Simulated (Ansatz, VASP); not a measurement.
One calculation of CdO, two programs

Contents of POSCAR:

```
CdO
1.0
    0.0000000000      2.3049700711      2.3049700711
    2.3049700711      0.0000000000      2.3049700711
    2.3049700711      2.3049700711      0.0000000000
Cd O
1 1
Direct
    0.0000000000      0.0000000000      0.0000000000
    0.5000000000      0.5000000000      0.5000000000
```

INCAR.step1

```
PREC     = Accurate       # precision mode
ENCUT    = 660            # plane-wave cutoff, eV
ISMEAR   = -1             # smearing method
SIGMA    = 0.02           # smearing width, eV
LREAL    = F              # projectors in reciprocal space
LASPH    = T              # aspherical terms in the spheres
NELM     = 120            # most SCF steps
NBANDS   = 16             # bands
GGA      = PE             # functional
ALGO     = Normal         # electronic algorithm
EDIFF    = 1E-5           # SCF threshold, eV
LWAVE    = T              # write WAVECAR
LCHARG   = F              # write CHGCAR
GGA_COMPAT= F
```

INCAR.step2

```
PREC     = Accurate       # precision mode
ENCUT    = 660            # plane-wave cutoff, eV
EDIFF    = 1E-6           # SCF threshold, eV
ISMEAR   = -1             # smearing method
SIGMA    = 0.02           # smearing width, eV
LREAL    = F              # projectors in reciprocal space
LASPH    = T              # aspherical terms in the spheres
NELM     = 120            # most SCF steps
ALGO     = Normal         # electronic algorithm
ISIF     = 2              # what is computed and relaxed
LWAVE    = F              # write WAVECAR
LCHARG   = F              # write CHGCAR
METAGGA  = R2SCAN         # meta-GGA
LMIXTAU  = T            
NBANDS   = 16             # bands
ISTART   = 1            
GGA_COMPAT= F
```

The input KPOINTS:

```
Automatic mesh
0
Gamma
  8 8 8
```

Input for Ansatz:

```yaml
crystal:
  lattice:
    - [0.0, 2.3049700711, 2.3049700711]
    - [2.3049700711, 0.0, 2.3049700711]
    - [2.3049700711, 2.3049700711, 0.0]
  atoms:
    - { symbol: Cd, position: [0.0, 0.0, 0.0] }
    - { symbol: O, position: [0.5, 0.5, 0.5] }
kpoints:
  mp_grid: { grid: [8, 8, 8] }
hamiltonian:
  xc: r2scan
scf:
  occupations: { method: fermi_dirac, width: 0.02 }
  n_extra_bands: 4
output:
  forces: true
  stress: true
  eigenvalues: true
```

Alike in both runs: task single point; functional r2SCAN; k mesh 8 × 8 × 8; occupations fermi-dirac, width 0.02 eV; no spin polarisation.

|  | VASP | Ansatz |
| --- | --- | --- |
| version | VASP 6.6.1 | Ansatz 0.2.0 |
| potentials or method | VASP PAW PBE potentials, release 64 (Cd, O) | plane waves, PAW |
| plane-wave cutoff (eV) | 660 | 500 |
| valence electrons in the cell | 18 | 26 |

VASP gave:

```
pressure (GPa) : 12.7
```

What did Ansatz give for the same quantities?

Pressure (GPa): 10.6.

VASP's potentials were made for PBE, not for r2SCAN. VASP's potentials hold 18 valence electrons a cell and Ansatz's 26, so a difference there can come from the potentials and not from the codes.
